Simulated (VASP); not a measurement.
Input of a VASP 6.6.1 run:

The input INCAR:

```
PREC     = Accurate       # precision mode
ENCUT    = 600            # plane-wave cutoff, eV
EDIFF    = 1E-6           # SCF threshold, eV
ISMEAR   = 0              # smearing method
SIGMA    = 0.02           # smearing width, eV
LREAL    = False          # projectors in reciprocal space
LASPH    = True           # aspherical terms in the spheres
NELM     = 120            # most SCF steps
ALGO     = Normal         # electronic algorithm
ISIF     = 2              # what is computed and relaxed
LWAVE    = False          # write WAVECAR
LCHARG   = False          # write CHGCAR
GGA      = PE             # functional
NBANDS   = 27             # bands
GGA_COMPAT= False
```

The input KPOINTS:

```
regular mesh
0
Gamma
  6 6 6
```

Contents of POSCAR:

```
BaHfO3
1.0
    4.2066187254      0.0000000000      0.0000000000
    0.0000000000      4.2066187254      0.0000000000
    0.0000000000      0.0000000000      4.2066187254
Ba O Hf
1 3 1
Direct
    0.0000000000      0.0000000000      0.0000000000
    0.5000000000      0.5000000000      0.0000000000
    0.0000000000      0.5000000000      0.5000000000
    0.5000000000      0.0000000000      0.5000000000
    0.5000000000      0.5000000000      0.5000000000
```

Potentials or basis: VASP PAW PBE potentials, release 64 (Ba_sv, O, Hf_pv).

Launch:

```bash
$ cat potpaw_PBE.64/Ba_sv/POTCAR potpaw_PBE.64/O/POTCAR potpaw_PBE.64/Hf_pv/POTCAR > POTCAR
$ mpirun -np 1 vasp_std > vasp.out
```

Question: What does it give for the pressure?

Answer: -0.8 GPa.

Question: Predict the band gap on the k mesh.

Answer: 3.54 eV, indirect (least direct gap 3.78 eV).

Caveat: spin-orbit coupling is left out, which moves the levels of the heavy elements. A k mesh can miss the band edges.
